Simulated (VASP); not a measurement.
A run of VASP 6.6.1 is set up as follows.

Contents of POSCAR:

```
GaSb
1.0
    0.0000000000      3.0658787992      3.0658787992
    3.0281684900      0.0000000000      3.0658787992
    3.0281684900      3.0658787992      0.0000000000
Ga Sb
1 1
Direct
    0.0000000000      0.0000000000      0.0000000000
    0.2500000000      0.2500000000      0.2500000000
```

File INCAR.step1:

```
SYSTEM = GaSb
ALGO = Normal ; EDIFF = 1E-5
ENCUT = 550 ; GGA = PE
GGA_COMPAT = .False. ; ISMEAR = -1
LASPH = .True. ; LCHARG = .False.
LREAL = .False. ; LWAVE = .True.
NBANDS = 21 ; NELM = 120
PREC = Accurate ; SIGMA = 0.02
```

Contents of INCAR.step2:

```
SYSTEM = GaSb
ALGO = Normal ; EDIFF = 1E-6
ENCUT = 550 ; GGA_COMPAT = .False.
ISIF = 2 ; ISMEAR = -1
ISTART = 1 ; LASPH = .True.
LCHARG = .False. ; LMIXTAU = .True.
LREAL = .False. ; LWAVE = .False.
METAGGA = R2SCAN ; NBANDS = 21
NELM = 120 ; PREC = Accurate
SIGMA = 0.02
```

KPOINTS

```
k-points
0
Gamma
  8 8 8
  0 0 0
```

Potentials or basis: VASP PAW PBE potentials, release 64 (Ga_d, Sb_d_GW).

Run with:

```sh
$ cat potpaw_PBE.64/Ga_d/POTCAR potpaw_PBE.64/Sb_d_GW/POTCAR > POTCAR
$ cp INCAR.step1 INCAR
$ mpirun -np 1 vasp_std > vasp.out
$ cp INCAR.step2 INCAR
$ mpirun -np 1 vasp_std > vasp.out
```

(1) Predict the band gap on the k mesh.

(2) What does it give for the pressure?

Results:

(1) 0.44 eV, direct.

(2) 0.7 GPa.

Caveat: the cell differs from its parent crystal (uniaxial x strain -1.2%); the PAW data sets were made with another functional, which shifts forces and pressure a little; spin-orbit coupling is left out, which moves the levels of the heavy elements.
